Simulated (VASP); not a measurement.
Wanted: the native input for a VASP 6.6.1 run.

```yaml
Task: single point
Functional: PBE
Potentials_or_basis: VASP PAW PBE potentials, release 64 (In_d, As)
Cutoff: 520 eV
k_mesh: 8 × 8 × 8
Occupations: fermi-dirac, width 0.02 eV
Spin: no spin polarisation
Dipole_correction: no
Further_INCAR_settings: ALGO = Normal; EDIFF = 1e-07; NBANDS = 16
```

The structure of InAs lies in POSCAR:

```
InAs
1.0
    0.0000000000      3.1156822826      3.1156822826
    3.1156822826      0.0000000000      3.1156822826
    3.1156822826      3.1156822826      0.0000000000
In As
1 1
Direct
    0.0000000000      0.0000000000      0.0000000000
    0.2500000000      0.2500000000      0.2500000000
```

This cell differs from its parent crystal: strain +2.0%.

The input as run:

INCAR

```
SYSTEM = InAs
PREC     = Accurate       ! precision mode
ENCUT    = 520            ! plane-wave cutoff, eV
EDIFF    = 1E-7           ! SCF threshold, eV
ISMEAR   = -1             ! smearing method
SIGMA    = 0.02           ! smearing width, eV
LREAL    = .False.        ! projectors in reciprocal space
LASPH    = .True.         ! aspherical terms in the spheres
NELM     = 100            ! most SCF steps
ALGO     = Normal         ! electronic algorithm
ISIF     = 2              ! what is computed and relaxed
LWAVE    = .False.        ! write WAVECAR
LCHARG   = .False.        ! write CHGCAR
GGA      = PE             ! functional
NBANDS   = 16             ! bands
```

KPOINTS

```
Automatic mesh
0
Gamma
  8 8 8
  0 0 0
```

Potentials or basis: VASP PAW PBE potentials, release 64 (In_d, As).

Launch:

```bash
$ cat potpaw_PBE.64/In_d/POTCAR potpaw_PBE.64/As/POTCAR > POTCAR
$ mpirun -np 1 vasp_std > vasp.out
```

It gave:

```
Pressure               : -1.0 GPa
Band gap on the k mesh : zero (filled and empty bands touch)
```

Caveat: the cell differs from its parent crystal (strain +2.0%); semilocal functionals underestimate gaps, so a narrow gap can read as zero; spin-orbit coupling is left out, which moves the levels of the heavy elements.

It took 30 s on 1 thread of Intel Xeon 8259CL, with other jobs on the host, peak memory 0.21 GiB.
